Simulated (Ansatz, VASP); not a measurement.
## One calculation of Mg2Ge, two programs

POSCAR

```
Mg2Ge
1.0
    0.0000000000      3.2785942747      3.2785942747
    3.2785942747      0.0000000000      3.2785942747
    3.2785942747      3.2785942747      0.0000000000
Ge Mg
1 2
Direct
    0.0000000000      0.0000000000      0.0000000000
    0.2500000000      0.2500000000      0.2500000000
    0.7500000000      0.7500000000      0.7500000000
```

Contents of INCAR.step1:

```
ALGO = Normal
EDIFF = 1E-5
ENCUT = 520
GGA = PE
GGA_COMPAT = F
ISIF = 2
ISMEAR = 0
LASPH = T
LCHARG = F
LREAL = F
LWAVE = T
NBANDS = 16
NELM = 120
PREC = Accurate
SIGMA = 0.01
```

File INCAR.step2:

```
ALGO = Normal
EDIFF = 1E-6
ENCUT = 520
GGA = PE
GGA_COMPAT = F
HFSCREEN = 0.2079
ISIF = 2
ISMEAR = 0
ISTART = 1
LASPH = T
LCHARG = F
LHFCALC = T
LREAL = F
LWAVE = F
NBANDS = 16
NELM = 120
PREC = Accurate
PRECFOCK = Normal
SIGMA = 0.01
```

Contents of KPOINTS:

```
k-points
0
Gamma
  6 6 6
```

Input for Ansatz:

```yaml
crystal:
  lattice:
    - [0.0, 3.2785942747, 3.2785942747]
    - [3.2785942747, 0.0, 3.2785942747]
    - [3.2785942747, 3.2785942747, 0.0]
  atoms:
    - { symbol: Ge, position: [0.0, 0.0, 0.0] }
    - { symbol: Mg, position: [0.25, 0.25, 0.25] }
    - { symbol: Mg, position: [0.75, 0.75, 0.75] }
kpoints:
  mp_grid: { grid: [6, 6, 6] }
  band_path:
    path:
      - [0.0, 0.0, 0.0]
      - [0.5, 0.0, 0.5]
      - [0.625, 0.25, 0.625]
      - [0.375, 0.375, 0.75]
      - [0.5, 0.5, 0.5]
      - [0.5, 0.25, 0.75]
      - [0.0, 0.5, 0.5]
    npoints: 1
hamiltonian:
  xc: hse06
scf:
  occupations: { method: fixed }
  n_extra_bands: 4
output:
  forces: true
  stress: true
  eigenvalues: true
```

Change from the starting cell: hydrostatic strain +3.0%.

Alike in both runs: task single point; functional HSE06; k mesh 6 × 6 × 6; no spin polarisation.

|  | VASP | Ansatz |
| --- | --- | --- |
| version | VASP 6.6.1 | Ansatz 0.2.0 |
| potentials or method | VASP PAW PBE potentials, release 64 (Ge_d, Mg) | plane waves, PAW |
| plane-wave cutoff (eV) | 520 | 420 |
| occupations | gaussian, width 0.01 eV | fixed |
| valence electrons in the cell | 18 | 34 |

```tsv
	VASP	Ansatz	Ansatz less VASP
gap on the k mesh at the Fermi level (eV)	0.57	0.57	+0.002
pressure (GPa)	-3.9	-3.8	+0.10
```

VASP's potentials hold 18 valence electrons a cell and Ansatz's 34, so a difference there can come from the potentials and not from the codes. Ansatz's warnings: stress exchange threshold loose, stress scf threshold loose.
